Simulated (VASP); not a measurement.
C: single point with BLYP+D3(BJ)

Crystal: C.

```
C
1.0
     0.00000    1.78436    1.78436
     1.78436    0.00000    1.78436
     1.78436    1.78436    0.00000
C
2
Direct
  0.75000 0.75000 0.75000
  0.50000 0.50000 0.50000
```

```json
{
  "Program": "VASP 6.6.1",
  "Task": "single point",
  "Functional": "BLYP",
  "Dispersion": "D3(BJ)",
  "Potentials or basis": "VASP PAW PBE potentials, release 64 (C)",
  "Cutoff": "600 eV",
  "k mesh": "13 × 13 × 13",
  "Occupations": "fermi-dirac, width 0.05 eV",
  "Spin": "no spin polarisation",
  "Dipole correction": "no",
  "Further INCAR settings": "ALGO = Normal; EDIFF = 1e-06; NBANDS = 11"
}
```

```
Pressure                   : 0.1 GPa
Band gap on the k mesh     : 4.47 eV, indirect (least direct gap 5.74 eV)
Dispersion energy per atom : -0.368 eV
```

Levels at points of the mesh, in eV from the valence-band top:
| k point | band 2 | band 3 | band 4 | band 5 | band 6 | band 7 |
| --- | --- | --- | --- | --- | --- | --- |
| (0.00, 0.00, 0.00) | 0.00 | 0.00 | 0.00 | 5.74 | 5.74 | 5.74 |

Wall time 18 s on 1 thread of Intel Xeon 8259CL, on a shared host, peak memory 0.13 GiB.

Caveat: the PAW data sets were made with another functional, which shifts forces and pressure a little. A k mesh can miss the band edges.
